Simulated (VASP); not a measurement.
SnO2: single point with PBE

Crystal: SnO2.

```
Sn O
1.0
     4.93530    0.00000    0.00000
     0.00000    4.93531    0.00000
     0.00000    0.00000    3.09838
Sn O
2 4
Direct
  0.50000 0.50000 0.50000
  0.00000 0.00000 0.00000
  0.28460 0.28466 0.00000
  0.78460 0.21534 0.50000
  0.21540 0.78466 0.50000
  0.71540 0.71534 0.00000
```

This cell differs from its parent crystal: atoms shifted along a free coordinate, c/a of the conventional cell at fixed volume 0.6278.

```yaml
Program: VASP 6.6.1
Task: single point
Functional: PBE
Potentials_or_basis: VASP PAW PBE potentials, release 64 (Sn_d, O)
Cutoff: 520 eV
k_mesh: 6 × 6 × 8
Occupations: gaussian, width 0.05 eV
Spin: no spin polarisation
Dipole_correction: no
Further_INCAR_settings: ALGO = Normal; EDIFF = 1e-06; NBANDS = 35
```

| Property | Result |
| --- | --- |
| Pressure | 1.1 GPa |
| Largest force | 2.497 eV/Å |
| Band gap on the k mesh | 0.04 eV |

Forces in eV/Å, atoms in the order of the input:
```
Sn   0.000  0.000  0.000
Sn   0.000  0.000  0.000
O    1.766  1.766  0.000
O    1.766 -1.766  0.000
O   -1.766  1.766  0.000
O   -1.766 -1.766  0.000
```

Stress tensor (GPa, compression positive):
```
-2.44  0.00  0.00
 0.00 -2.43  0.00
 0.00  0.00  8.27
```

Levels at points of the mesh, in eV from the valence-band top:
```csv
k point,band 23,band 24,band 25,band 26,band 27,band 28,band 29,band 30
"(0.00, 0.00, 0.00)",-1.19,-0.89,-0.89,0.00,0.04,6.14,6.14,6.69
"(0.50, 0.00, 0.00)",-1.12,-1.12,-0.60,-0.60,3.56,3.56,7.53,7.53
"(0.00, 0.50, 0.00)",-1.12,-1.12,-0.60,-0.60,3.56,3.56,7.53,7.53
"(0.50, 0.50, 0.00)",-1.25,-1.25,-1.06,-1.06,4.49,4.49,7.53,7.53
"(0.00, 0.00, 0.50)",-1.60,-1.60,-1.22,-1.22,5.04,5.04,7.80,7.80
"(0.50, 0.00, 0.50)",-1.11,-1.11,-0.89,-0.89,5.30,5.30,6.20,6.20
"(0.00, 0.50, 0.50)",-1.11,-1.11,-0.89,-0.89,5.30,5.30,6.20,6.20
"(0.50, 0.50, 0.50)",-0.90,-0.90,-0.81,-0.81,2.88,2.88,9.16,9.16
```

It took 72 s on 1 thread of Intel(R) Xeon(R) 6975P-C (Granite Rapids) (shared host), peak memory 0.3 GiB.

Caveat: spin-orbit coupling is left out, which moves the levels of the heavy elements; forces of over 1 eV/Å act on the atoms, so gaps and moduli don't describe the material at rest.
